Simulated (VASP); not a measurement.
# TePb in VASP: further runs

TePb is run at these levels: PBE; tasks: single point.

Everything below comes from runs of VASP 6.6.1. Logs are shortened: lines on timing, memory, paths and dates and some standing lists are left out, and cuts for length are marked.

## (1) The cell of the first run

The structure is cubic, space group Fm-3m (No. 225). The conventional cell has a = 6.462 Å, b = 6.462 Å, c = 6.462 Å, α = 90.00°, β = 90.00°, γ = 90.00°. Within 4.3 Å of Te (site symmetry m-3m) lie 6 Pb at 3.23 Å. Within 4.3 Å of Pb (site symmetry m-3m) lie 6 Te at 3.23 Å.

## (2) Single point, PBE

Contents of INCAR:

```
PREC = Accurate
ENCUT = 500
EDIFF = 1E-6
ISMEAR = -1
SIGMA = 0.02
LREAL = False
LASPH = True
NELM = 120
ALGO = Normal
ISIF = 2
LWAVE = False
LCHARG = False
GGA = PE
NBANDS = 17
GGA_COMPAT = False
```

Contents of KPOINTS:

```
Automatic mesh
0
Gamma
  6 6 6
```

Contents of POSCAR:

```
TePb
1.0
    0.0000000000      3.2310000000      3.2310000000
    3.2310000000      0.0000000000      3.2310000000
    3.2310000000      3.2310000000      0.0000000000
Te Pb
1 1
Direct
    0.5000000000      0.5000000000      0.5000000000
    0.0000000000      0.0000000000      0.0000000000
```

Potentials or basis: VASP PAW PBE potentials, release 64 (Te, Pb_d).

Started as:

```console
> cat potpaw_PBE.64/Te/POTCAR potpaw_PBE.64/Pb_d/POTCAR > POTCAR
> mpirun -np 1 vasp_std > vasp.out
```

OUTCAR:

```text
PREC = Accurate
   ENCUT = 500
   EDIFF = 1E-6
   ISMEAR = -1
   LREAL = False
   LASPH = True
   NELM = 120
   ISIF = 2
   GGA = PE

 ion  position               nearest neighbor table
   1  0.500  0.500  0.500-   2 3.23   2 3.23   2 3.23   2 3.23   2 3.23   2 3.23
   2  0.000  0.000  0.000-   1 3.23   1 3.23   1 3.23   1 3.23   1 3.23   1 3.23

  LATTYP: Found a face centered cubic cell.
 ALAT       =     6.4620000000

  Lattice vectors:

 A1 = (   0.0000000000,   3.2310000000,   3.2310000000)
 A2 = (   3.2310000000,   0.0000000000,   3.2310000000)
 A3 = (   3.2310000000,   3.2310000000,   0.0000000000)

Analysis of symmetry for initial positions (statically):
=====================================================================
 Subroutine PRICEL returns:
 Original cell was already a primitive cell.

 Routine SETGRP: Setting up the symmetry group for a
 face centered cubic supercell.

 Subroutine GETGRP returns: Found 48 space group operations
 (whereof 48 operations were pure point group operations)
 out of a pool of 48 trial point group operations.

The static configuration has the point symmetry O_h .

Analysis of symmetry for dynamics (positions and initial velocities):
=====================================================================
 Subroutine PRICEL returns:
 Original cell was already a primitive cell.

 Routine SETGRP: Setting up the symmetry group for a
 face centered cubic supercell.

 Subroutine GETGRP returns: Found 48 space group operations
 (whereof 48 operations were pure point group operations)
 out of a pool of 48 trial point group operations.

The dynamic configuration has the point symmetry O_h .

 Subroutine INISYM returns: Found 48 space group operations
 (whereof 48 operations are pure point group operations),
 and found     1 'primitive' translations

----------------------------------------------------------------------------------------

                                     Primitive cell

  volume of cell :      67.4592

  direct lattice vectors                    reciprocal lattice vectors
     0.000000000  3.231000000  3.231000000    -0.154750851  0.154750851  0.154750851
     3.231000000  0.000000000  3.231000000     0.154750851 -0.154750851  0.154750851
     3.231000000  3.231000000  0.000000000     0.154750851  0.154750851 -0.154750851

  length of vectors
     4.569324020  4.569324020  4.569324020     0.268036337  0.268036337  0.268036337

  position of ions in fractional coordinates (direct lattice)
     0.500000000  0.500000000  0.500000000
     0.000000000  0.000000000  0.000000000

  ion indices of the primitive-cell ions
   primitive index   ion index
                 1           1
                 2           2

----------------------------------------------------------------------------------------

 KPOINTS: Automatic mesh

Automatic generation of k-mesh.
 Grid dimensions read from file:
 generate k-points for:    6    6    6

 Generating k-lattice:

  Cartesian coordinates                     Fractional coordinates (reciprocal lattice)
    -0.025791809  0.025791809  0.025791809     0.166666667  0.000000000  0.000000000
     0.025791809 -0.025791809  0.025791809     0.000000000  0.166666667  0.000000000
     0.025791809  0.025791809 -0.025791809     0.000000000  0.000000000  0.166666667

  Length of vectors
     0.044672723  0.044672723  0.044672723

  Shift w.r.t. Gamma in fractional coordinates (k-lattice)
     0.000000000  0.000000000  0.000000000

 Subroutine IBZKPT returns following result:
 ===========================================

 Found     16 irreducible k-points:

 Following reciprocal coordinates:
            Coordinates               Weight
  0.000000  0.000000  0.000000      1.000000
  0.166667  0.000000  0.000000      8.000000
  0.333333  0.000000  0.000000      8.000000
  0.500000  0.000000  0.000000      4.000000
  0.166667  0.166667  0.000000      6.000000
  0.333333  0.166667  0.000000     24.000000
[... 8 lines left out ...]
 -0.333333  0.333333  0.166667     24.000000
 -0.333333  0.500000  0.166667     12.000000
   k-points           NKPTS =     16   k-points in BZ     NKDIM =     16   number of bands    NBANDS=     17
   number of dos      NEDOS =    301   number of ions     NIONS =      2
   total plane-waves  NPLWV =  46656
   dimension x,y,z NGX =    36 NGY =   36 NGZ =   36
   dimension x,y,z NGXF=    72 NGYF=   72 NGZF=   72
   ions per type =               1   1
   NGX,Y,Z   is equivalent  to a cutoff of  13.10, 13.10, 13.10 a.u.
   NGXF,Y,Z  is equivalent  to a cutoff of  26.20, 26.20, 26.20 a.u.
 SYSTEM =  unknown system
   PREC   = accura    normal or accurate (medium, high low for compatibility)
   ISTART =      0    job   : 0-new  1-cont  2-samecut
   ICHARG =      2    charge: 1-file 2-atom 10-const
   ISPIN  =      1    spin polarized calculation?
   LNONCOLLINEAR =      F non collinear calculations
   LSORBIT =      F    spin-orbit coupling
   LASPH  =      T    aspherical Exc in radial PAW
   ENCUT  =  500.0 eV  36.75 Ry    6.06 a.u.   8.33  8.33  8.33*2*pi/ulx,y,z
   NELM   =    120;   NELMIN=  2; NELMDL= -5     # of ELM steps
   EDIFF  = 0.1E-05   stopping-criterion for ELM
   LREAL  =      F    real-space projection
   EDIFFG = 0.1E-04   stopping-criterion for IOM
   NSW    =      0    number of steps for IOM
   IBRION =     -1    ionic relax: 0-MD 1-quasi-New 2-CG
   NFREE  =      0    steps in history (QN), initial steepest desc. (CG)
   ISIF   =      2    stress and relaxation
   ISYM   =      2    0-nonsym 1-usesym 2-fastsym
   POTIM  = 0.5000    time-step for ionic-motion
   TEBEG  =    0.0;   TEEND  =   0.0 temperature during run
   PSTRESS=    0.0 pullay stress
   NELECT =      20.0000    total number of electrons
   NUPDOWN=      -1.0000    fix difference up-down
   EMIN   =  10.00;   EMAX   =-10.00  energy-range for DOS
   EFERMI =   0.00;   METHOD = LEGACY
   ISMEAR =    -1;   SIGMA  =   0.02  broadening in eV -4-tet -1-fermi 0-gaus
   EFERMI_NEDOS =   21; number of points for ismear=-14 and -15
   IALGO  =     38    algorithm
   IMIX   =      4    mixing-type and parameters
     AMIX     =   0.40;   BMIX     =  1.00
     AMIX_MAG =   1.60;   BMIX_MAG =  1.00
  volume/ion in A,a.u.               =      33.73       227.62
  Fermi-wavevector in a.u.,A,eV,Ry     =   1.091619  2.062861 16.213147  1.191633
  Thomas-Fermi vector in A             =   2.227868
   LORBIT       =      0    0 simple, 1 ext, 2 COOP (PROOUT), +10 PAW based schemes
   GGA     = PE    functional components
   LHFCALC =     F    Hartree Fock is set to
   AEXX    =    0.0000 exact exchange contribution
   IVDW    =     0    specifies the selected vdW correction
   LEPSILON=     F    determine dielectric tensor
   LRPA    =     F    only Hartree local field effects (RPA)
 non-spin polarized calculation
  energy-cutoff  :      500.00
  volume of cell :       67.46
 maximum number of plane-waves:      1736
 NGX is ok and might be reduce to    36
   NGX = 17   NGY = 17   NGZ = 17

 number of electron      20.0000003 magnetization

 Free energy of the ion-electron system (eV)
  ---------------------------------------------------
  ext. energy  EPLUGINS =         0.00000000
  ---------------------------------------------------
  free energy    TOTEN  =        -7.50211950 eV

  energy without entropy =       -7.50211950  energy(sigma->0) =       -7.50211950

 E-fermi :   5.9928     XC(G=0):  -9.3008

 val. band max:        5.6254012204   @ k =   0.5000   0.0000   0.0000
 cond. band min:       6.3604699414   @ k =   0.5000   0.0000   0.0000
 fundamental gap:      0.7350687210
 Fermi energy:         5.9928255375

 k-point     1 :       0.0000    0.0000    0.0000
  band No.  band energies     occupation
      1     -11.0975      2.00000
      2     -11.0975      2.00000
      3     -11.0883      2.00000
      4     -11.0883      2.00000
      5     -11.0883      2.00000
      6      -6.3943      2.00000
[... 9 lines left out ...]
     16      11.4204      0.00000
     17      12.9888      0.00000

 k-point     2 :       0.1667    0.0000    0.0000
  band No.  band energies     occupation
      1     -11.1008      2.00000
      2     -11.1008      2.00000
      3     -11.0876      2.00000
      4     -11.0844      2.00000
      5     -11.0844      2.00000
      6      -6.1578      2.00000
[... 9 lines left out ...]
     16      11.9274      0.00000
     17      14.6276      0.00000

 k-point     3 :       0.3333    0.0000    0.0000
  band No.  band energies     occupation
      1     -11.1085      2.00000
      2     -11.1085      2.00000
      3     -11.0864      2.00000
      4     -11.0755      2.00000
      5     -11.0755      2.00000
      6      -5.5123      2.00000
[... 9 lines left out ...]
     16      13.2851      0.00000
     17      16.6359      0.00000

 k-point     4 :       0.5000    0.0000    0.0000
  band No.  band energies     occupation
      1     -11.1125      2.00000
      2     -11.1125      2.00000
      3     -11.0860      2.00000
      4     -11.0709      2.00000
      5     -11.0709      2.00000
      6      -4.9592      2.00000
[... 9 lines left out ...]
     16      14.8656      0.00000
     17      14.8693      0.00000
[... 183 lines left out ...]
      1     -11.1307      2.00000
      2     -11.0993      2.00000
      3     -11.0881      2.00000
      4     -11.0729      2.00000
      5     -11.0694      2.00000
      6      -5.0441      2.00000
[... 9 lines left out ...]
     16      14.6865      0.00000
     17      15.1800      0.00000

 k-point    15 :      -0.3333    0.3333    0.1667
  band No.  band energies     occupation
      1     -11.1338      2.00000
      2     -11.1022      2.00000
      3     -11.0811      2.00000
      4     -11.0788      2.00000
      5     -11.0658      2.00000
      6      -4.6636      2.00000
[... 9 lines left out ...]
     16      15.8846      0.00000
     17      16.0672      0.00000

 k-point    16 :      -0.3333    0.5000    0.1667
  band No.  band energies     occupation
      1     -11.1468      2.00000
      2     -11.0951      2.00000
      3     -11.0897      2.00000
      4     -11.0717      2.00000
      5     -11.0623      2.00000
      6      -4.5973      2.00000
[... 9 lines left out ...]
     16      16.3398      0.00000
     17      17.1809      0.00000

------------------------ aborting loop because EDIFF is reached ----------------------------------------

  FORCE on cell =-STRESS in cart. coord.  units (eV):
  Direction    XX          YY          ZZ          XY          YZ          ZX
  --------------------------------------------------------------------------------------
  -------------------------------------------------------------------------------------
  Total        0.8760257      0.8760257      0.8760257     -0.0000000      0.0000000     -0.0000000
  in kB       20.8059026     20.8059026     20.8059026     -0.0000000      0.0000000     -0.0000000
  external PRESSURE =      20.8059026 kB  Pullay stress =       0.0000000 kB

 VOLUME and BASIS-vectors are now :
 -----------------------------------------------------------------------------
  energy-cutoff  :      500.00
  volume of cell :       67.46
      direct lattice vectors                 reciprocal lattice vectors
     0.000000000  3.231000000  3.231000000    -0.154750851  0.154750851  0.154750851
     3.231000000  0.000000000  3.231000000     0.154750851 -0.154750851  0.154750851
     3.231000000  3.231000000  0.000000000     0.154750851  0.154750851 -0.154750851

 POSITION                                       TOTAL-FORCE (eV/Angst)
 -----------------------------------------------------------------------------------
      3.23100      3.23100      3.23100         0.000000      0.000000     -0.000000
      0.00000      0.00000      0.00000         0.000000      0.000000      0.000000
 -----------------------------------------------------------------------------------
    total drift:                               -0.000000      0.000000      0.000000

  FREE ENERGIE OF THE ION-ELECTRON SYSTEM (eV)
  ---------------------------------------------------
  free  energy   TOTEN  =        -7.5021195027 eV

  energy  without entropy=       -7.5021195024  energy(sigma->0) =       -7.50211950
```

Wall time 8 s (1 thread of Intel Xeon 6975P-C (Granite Rapids), shared host); peak memory 0.2 GiB.

What came out:

```
Free energy            : -7.5021 eV
Pressure               : 2.1 GPa
Band gap on the k mesh : 0.74 eV
```

Caveat: spin-orbit coupling is left out, which moves the levels of the heavy elements.

## (3) Single point, PBE

Contents of INCAR:

```
ALGO     = Normal         # electronic algorithm
EDIFF    = 1E-6           # SCF threshold, eV
ENCUT    = 500            # plane-wave cutoff, eV
GGA      = PE             # functional
GGA_COMPAT= F            
ISIF     = 2              # what is computed and relaxed
ISMEAR   = -1             # smearing method
LASPH    = T              # aspherical terms in the spheres
LCHARG   = F              # write CHGCAR
LREAL    = F              # projectors in reciprocal space
LWAVE    = F              # write WAVECAR
NBANDS   = 17             # bands
NELM     = 120            # most SCF steps
PREC     = Accurate       # precision mode
SIGMA    = 0.02           # smearing width, eV
```

Contents of KPOINTS:

```
k-points
0
Gamma
  6 6 6
```

Contents of POSCAR:

```
TePb
1.0
    0.0000000000      3.1825350000      3.3301553763
    3.1825350000      0.0000000000      3.3301553763
    3.1825350000      3.1825350000      0.0000000000
Te Pb
1 1
Direct
    0.5000000000      0.5000000000      0.5000000000
    0.0000000000      0.0000000000      0.0000000000
```

Potentials or basis: VASP PAW PBE potentials, release 64 (Te, Pb_d).

Started as:

```console
> cat potpaw_PBE.64/Te/POTCAR potpaw_PBE.64/Pb_d/POTCAR > POTCAR
> mpirun -np 1 vasp_std > vasp.out
```

It took 12 s on 1 thread of Intel Xeon 6975P-C (Granite Rapids), shared host; peak memory 0.21 GiB.

Results (log left out):

* Free energy: -7.4687 eV
* Pressure: 2.4 GPa
* Band gap on the k mesh: 0.64 eV

Stress tensor (GPa, compression positive):
```
 4.06  0.00  0.00
 0.00  4.06  0.00
 0.00  0.00 -1.05
```

Levels at points of the mesh, in eV from the valence-band top:
```csv
k point,band 6,band 7,band 8,band 9,band 10,band 11,band 12,band 13,band 14,band 15
"(0.00, 0.00, 0.00)",-12.08,-5.63,-1.55,-1.55,-1.12,3.38,4.38,4.38,5.57,5.84
"(0.50, 0.00, 0.00)",-10.65,-8.65,-1.03,-0.87,0.00,0.64,1.19,1.31,8.33,9.08
"(0.50, 0.50, 0.00)",-10.62,-7.11,-4.49,-2.79,-2.79,3.33,5.56,5.56,6.23,10.12
"(0.50, 0.00, 0.50)",-10.29,-7.45,-4.59,-3.13,-2.65,3.20,4.82,5.93,6.88,9.74
```

Caveat: spin-orbit coupling is left out, which moves the levels of the heavy elements. A k mesh can miss the band edges.
